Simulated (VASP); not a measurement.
Wanted: the native input for a VASP 6.6.1 run.

| Property | Result |
| --- | --- |
| Task | single point |
| Functional | PBE |
| Potentials or basis | VASP PAW PBE potentials, release 64 (Al, Ga_d, N) |
| Cutoff | 520 eV |
| k mesh | 12 × 12 × 4 |
| Occupations | gaussian, width 0.1 eV |
| Spin | no spin polarisation |
| Dipole correction | no |
| Further INCAR settings | ALGO = Normal; EDIFF = 1e-07; NBANDS = 35 |

The structure of AlGa3N2 lies in POSCAR:

```
AlGa3N2
1.0
    2.7891144193     -1.6103158756      0.0281304479
    2.7891144193      1.6103158756      0.0281304479
   -0.0947458251      0.0000000000      9.3554884504
Al Ga N
1 3 2
Direct
    0.6666176743      0.6666176743      0.7453052480
    0.9999579219      0.9999579219      0.0226335053
    0.3332767796      0.3332767796      0.4734008901
   -0.0000538303     -0.0000538303      0.2898044665
    0.6666236229      0.6666236229      0.9476639375
    0.3332851022      0.3332851022      0.6841919525
```

These files were run (other wordings do the same):

INCAR

```
PREC = Accurate ; ENCUT = 520
EDIFF = 1E-7 ; ISMEAR = 0
SIGMA = 0.1 ; LREAL = False
LASPH = True ; NELM = 100
ALGO = Normal ; ISIF = 2
LWAVE = False ; LCHARG = True
GGA = PE ; LELF = True
LVHAR = True ; NBANDS = 35
```

KPOINTS

```
regular mesh
0
Gamma
  12 12 4
```

Potentials or basis: VASP PAW PBE potentials, release 64 (Al, Ga_d, N).

Command:

```bash
$ cat potpaw_PBE.64/Al/POTCAR potpaw_PBE.64/Ga_d/POTCAR potpaw_PBE.64/N/POTCAR > POTCAR
$ mpirun -np 1 vasp_std > vasp.out
```

Results of the run:

```
Pressure               : 0.0 GPa
Largest force          : 0.023 eV/Å
Band gap on the k mesh : zero (bands 26 and 27 overlap by 2.95 eV)
```

It took 4.9 min on 1 thread of AMD EPYC 9R45 96-Core Processor (Zen 5), on a shared host, peak memory 0.45 GiB.
